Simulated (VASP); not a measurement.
# Sc3Al (Pm-3m) in VASP: a series of runs, part 2 of 2

VASP 6.6.1. Earlier steps stand in the parts before.

### Step 3. Single point, LDA

Input file INCAR:

```
SYSTEM = Sc3Al
ALGO     = Normal         ! electronic algorithm
EDIFF    = 1E-6           ! SCF threshold, eV
ENCUT    = 520            ! plane-wave cutoff, eV
ISIF     = 2              ! what is computed and relaxed
ISMEAR   = -1             ! smearing method
LASPH    = .True.         ! aspherical terms in the spheres
LCHARG   = .False.        ! write CHGCAR
LREAL    = .False.        ! projectors in reciprocal space
LWAVE    = .False.        ! write WAVECAR
NBANDS   = 26             ! bands
NELM     = 100            ! most SCF steps
PREC     = Accurate       ! precision mode
SIGMA    = 0.15           ! smearing width, eV
```

Input file KPOINTS:

```
k-points
0
Gamma
  10 10 10
  0 0 0
```

Input file POSCAR:

```
Sc3Al
1.0
    4.3205663146      0.0000000000      0.0000000000
    0.0000000000      4.3205663146      0.0000000000
    0.0000000000      0.0000000000      4.3205663146
Sc Al
3 1
Direct
    0.5000000000      0.0000000000      0.5000000000
    0.0000000000      0.5000000000      0.5000000000
    0.5000000000      0.5000000000      0.0000000000
    0.0000000000      0.0000000000      0.0000000000
```

Potentials or basis: VASP PAW LDA potentials, release 64 (Sc_sv, Al).

Started as:

```bash
$ cat potpaw_LDA.64/Sc_sv/POTCAR potpaw_LDA.64/Al/POTCAR > POTCAR
$ mpirun -np 1 vasp_std > vasp.out
```

OUTCAR:

```text
SYSTEM = Sc3Al
   EDIFF = 1E-6
   ENCUT = 520
   ISIF = 2
   ISMEAR = -1
   LASPH = .True.
   LREAL = .False.
   NELM = 100
   PREC = Accurate

 ion  position               nearest neighbor table
   1  0.500  0.000  0.500-   2 3.06   3 3.06   4 3.06   3 3.06   4 3.06   2 3.06   3 3.06   3 3.06
                             2 3.06   4 3.06   4 3.06   2 3.06
   2  0.000  0.500  0.500-   1 3.06   3 3.06   4 3.06   3 3.06   4 3.06   1 3.06   4 3.06   4 3.06
                             1 3.06   3 3.06   3 3.06   1 3.06
   3  0.500  0.500  0.000-   1 3.06   2 3.06   4 3.06   1 3.06   2 3.06   1 3.06   4 3.06   1 3.06
                             2 3.06   4 3.06   2 3.06   4 3.06
   4  0.000  0.000  0.000-   1 3.06   2 3.06   3 3.06   1 3.06   2 3.06   2 3.06   3 3.06   2 3.06
                             1 3.06   3 3.06   1 3.06   3 3.06

  LATTYP: Found a simple cubic cell.
 ALAT       =     4.3205663146

  Lattice vectors:

 A1 = (   4.3205663146,   0.0000000000,   0.0000000000)
 A2 = (   0.0000000000,   4.3205663146,   0.0000000000)
 A3 = (   0.0000000000,   0.0000000000,   4.3205663146)

Analysis of symmetry for initial positions (statically):
=====================================================================
 Subroutine PRICEL returns:
 Original cell was already a primitive cell.

 Routine SETGRP: Setting up the symmetry group for a
 simple cubic supercell.

 Subroutine GETGRP returns: Found 48 space group operations
 (whereof 48 operations were pure point group operations)
 out of a pool of 48 trial point group operations.

The static configuration has the point symmetry O_h .

Analysis of symmetry for dynamics (positions and initial velocities):
=====================================================================
 Subroutine PRICEL returns:
 Original cell was already a primitive cell.

 Routine SETGRP: Setting up the symmetry group for a
 simple cubic supercell.

 Subroutine GETGRP returns: Found 48 space group operations
 (whereof 48 operations were pure point group operations)
 out of a pool of 48 trial point group operations.

The dynamic configuration has the point symmetry O_h .

 Subroutine INISYM returns: Found 48 space group operations
 (whereof 48 operations are pure point group operations),
 and found     1 'primitive' translations

----------------------------------------------------------------------------------------

                                     Primitive cell

  volume of cell :      80.6533

  direct lattice vectors                    reciprocal lattice vectors
     4.320566315  0.000000000  0.000000000     0.231451140  0.000000000  0.000000000
     0.000000000  4.320566315  0.000000000     0.000000000  0.231451140  0.000000000
     0.000000000  0.000000000  4.320566315     0.000000000  0.000000000  0.231451140

  length of vectors
     4.320566315  4.320566315  4.320566315     0.231451140  0.231451140  0.231451140

  position of ions in fractional coordinates (direct lattice)
     0.500000000  0.000000000  0.500000000
     0.000000000  0.500000000  0.500000000
     0.500000000  0.500000000  0.000000000
     0.000000000  0.000000000  0.000000000

  ion indices of the primitive-cell ions
   primitive index   ion index
                 1           1
                 2           2
                 3           3
                 4           4

----------------------------------------------------------------------------------------

 KPOINTS: k-points

Automatic generation of k-mesh.
 Grid dimensions read from file:
 generate k-points for:   10   10   10

 Generating k-lattice:

  Cartesian coordinates                     Fractional coordinates (reciprocal lattice)
     0.023145114  0.000000000  0.000000000     0.100000000  0.000000000  0.000000000
     0.000000000  0.023145114  0.000000000     0.000000000  0.100000000  0.000000000
     0.000000000  0.000000000  0.023145114     0.000000000  0.000000000  0.100000000

  Length of vectors
     0.023145114  0.023145114  0.023145114

  Shift w.r.t. Gamma in fractional coordinates (k-lattice)
     0.000000000  0.000000000  0.000000000

 Subroutine IBZKPT returns following result:
 ===========================================

 Found     56 irreducible k-points:

 Following reciprocal coordinates:
            Coordinates               Weight
  0.000000  0.000000  0.000000      1.000000
  0.100000  0.000000  0.000000      6.000000
  0.200000  0.000000  0.000000      6.000000
  0.300000  0.000000  0.000000      6.000000
  0.400000  0.000000  0.000000      6.000000
  0.500000  0.000000  0.000000      3.000000
[... 16 lines left out ...]
  0.200000  0.100000  0.100000     24.000000
  0.300000  0.100000  0.100000     24.000000
 [... further k-points ...]
   k-points           NKPTS =     56   k-points in BZ     NKDIM =     56   number of bands    NBANDS=     26
   number of dos      NEDOS =    301   number of ions     NIONS =      4
   total plane-waves  NPLWV =  32768
   dimension x,y,z NGX =    32 NGY =   32 NGZ =   32
   dimension x,y,z NGXF=    64 NGYF=   64 NGZF=   64
   ions per type =               3   1
   NGX,Y,Z   is equivalent  to a cutoff of  12.31, 12.31, 12.31 a.u.
   NGXF,Y,Z  is equivalent  to a cutoff of  24.63, 24.63, 24.63 a.u.
 SYSTEM =  Sc3Al
   PREC   = accura    normal or accurate (medium, high low for compatibility)
   ISTART =      0    job   : 0-new  1-cont  2-samecut
   ICHARG =      2    charge: 1-file 2-atom 10-const
   ISPIN  =      1    spin polarized calculation?
   LNONCOLLINEAR =      F non collinear calculations
   LSORBIT =      F    spin-orbit coupling
   LASPH  =      T    aspherical Exc in radial PAW
   ENCUT  =  520.0 eV  38.22 Ry    6.18 a.u.   8.03  8.03  8.03*2*pi/ulx,y,z
   NELM   =    100;   NELMIN=  2; NELMDL= -5     # of ELM steps
   EDIFF  = 0.1E-05   stopping-criterion for ELM
   LREAL  =      F    real-space projection
   EDIFFG = 0.1E-04   stopping-criterion for IOM
   NSW    =      0    number of steps for IOM
   IBRION =     -1    ionic relax: 0-MD 1-quasi-New 2-CG
   NFREE  =      0    steps in history (QN), initial steepest desc. (CG)
   ISIF   =      2    stress and relaxation
   ISYM   =      2    0-nonsym 1-usesym 2-fastsym
   POTIM  = 0.5000    time-step for ionic-motion
   TEBEG  =    0.0;   TEEND  =   0.0 temperature during run
   PSTRESS=    0.0 pullay stress
   NELECT =      36.0000    total number of electrons
   NUPDOWN=      -1.0000    fix difference up-down
   EMIN   =  10.00;   EMAX   =-10.00  energy-range for DOS
   EFERMI =   0.00;   METHOD = LEGACY
   ISMEAR =    -1;   SIGMA  =   0.15  broadening in eV -4-tet -1-fermi 0-gaus
   EFERMI_NEDOS =   21; number of points for ismear=-14 and -15
   IALGO  =     38    algorithm
   IMIX   =      4    mixing-type and parameters
     AMIX     =   0.40;   BMIX     =  1.00
     AMIX_MAG =   1.60;   BMIX_MAG =  1.00
  volume/ion in A,a.u.               =      20.16       136.07
  Fermi-wavevector in a.u.,A,eV,Ry     =   1.251128  2.364289 21.297480  1.565321
  Thomas-Fermi vector in A             =   2.385090
   LORBIT       =      0    0 simple, 1 ext, 2 COOP (PROOUT), +10 PAW based schemes
   GGA     = CA    functional components
   LHFCALC =     F    Hartree Fock is set to
   AEXX    =    0.0000 exact exchange contribution
   IVDW    =     0    specifies the selected vdW correction
   LEPSILON=     F    determine dielectric tensor
   LRPA    =     F    only Hartree local field effects (RPA)
 non-spin polarized calculation
  energy-cutoff  :      520.00
  volume of cell :       80.65
 maximum number of plane-waves:      2224
   NGX = 17   NGY = 17   NGZ = 17

 number of electron      36.0000002 magnetization

 Free energy of the ion-electron system (eV)
  ---------------------------------------------------
  ext. energy  EPLUGINS =         0.00000000
  ---------------------------------------------------
  free energy    TOTEN  =       -25.65868546 eV

  energy without entropy =      -25.30937150  energy(sigma->0) =      -25.48402848

 E-fermi :   4.9388     XC(G=0): -10.6591

 val. band max:        4.9311794496   @ k =   0.4000   0.2000   0.2000
 cond. band min:       4.9478103643   @ k =   0.4000   0.0000   0.0000
 fundamental gap:      0.0166309147
 Fermi energy:         4.9387840426

 k-point     1 :       0.0000    0.0000    0.0000
  band No.  band energies     occupation
      1     -43.6407      2.00000
      2     -43.4981      2.00000
      3     -43.4981      2.00000
      4     -22.8476      2.00000
      5     -22.8476      2.00000
      6     -22.8476      2.00000
[... 685 lines left out ...]
     25       7.7496      0.00000
     26       8.1342      0.00000

 [... further k-points ...]
[... 5 lines left out ...]
  --------------------------------------------------------------------------------------
  -------------------------------------------------------------------------------------
  Total        0.0758601      0.0758601      0.0758601      0.0000000     -0.0000000      0.0000000
  in kB        1.5069615      1.5069615      1.5069615      0.0000000     -0.0000000      0.0000000
  external PRESSURE =       1.5069615 kB  Pullay stress =       0.0000000 kB

 VOLUME and BASIS-vectors are now :
 -----------------------------------------------------------------------------
  energy-cutoff  :      520.00
  volume of cell :       80.65
      direct lattice vectors                 reciprocal lattice vectors
     4.320566315  0.000000000  0.000000000     0.231451140  0.000000000  0.000000000
     0.000000000  4.320566315  0.000000000     0.000000000  0.231451140  0.000000000
     0.000000000  0.000000000  4.320566315     0.000000000  0.000000000  0.231451140

 POSITION                                       TOTAL-FORCE (eV/Angst)
 -----------------------------------------------------------------------------------
      2.16028      0.00000      2.16028         0.000000      0.000000      0.000000
      0.00000      2.16028      2.16028         0.000000      0.000000      0.000000
      2.16028      2.16028      0.00000         0.000000      0.000000      0.000000
      0.00000      0.00000      0.00000         0.000000      0.000000      0.000000
 -----------------------------------------------------------------------------------
    total drift:                                0.000000     -0.000000     -0.000000

  FREE ENERGIE OF THE ION-ELECTRON SYSTEM (eV)
  ---------------------------------------------------
  free  energy   TOTEN  =       -25.6586854631 eV

  energy  without entropy=      -25.3093714981  energy(sigma->0) =      -25.48402848
```

It took 62 s on 1 thread of Oxide Virtual Turin-like, shared host; peak memory 0.18 GiB.

What came out:

| Quantity | Value |
| --- | --- |
| Free energy | -25.6587 eV |
| Pressure | 0.2 GPa |
| Band gap on the k mesh | zero (band 18 reaches 5.22 eV, above the bottom of band 19 at 3.97 eV) |

Levels at points of the mesh, in eV from the Fermi level:
| k point | band 16 | band 17 | band 18 | band 19 | band 20 | band 21 |
| --- | --- | --- | --- | --- | --- | --- |
| (0.00, 0.00, 0.00) | -1.08 | -0.47 | -0.47 | -0.47 | 0.88 | 0.88 |
| (0.50, 0.00, 0.00) | -0.79 | -0.79 | 0.08 | 0.22 | 1.01 | 1.01 |
| (0.50, 0.50, 0.00) | -1.29 | -0.98 | 0.29 | 0.51 | 0.51 | 1.22 |
| (0.50, 0.50, 0.50) | -1.47 | -0.97 | -0.97 | -0.97 | 0.81 | 1.50 |
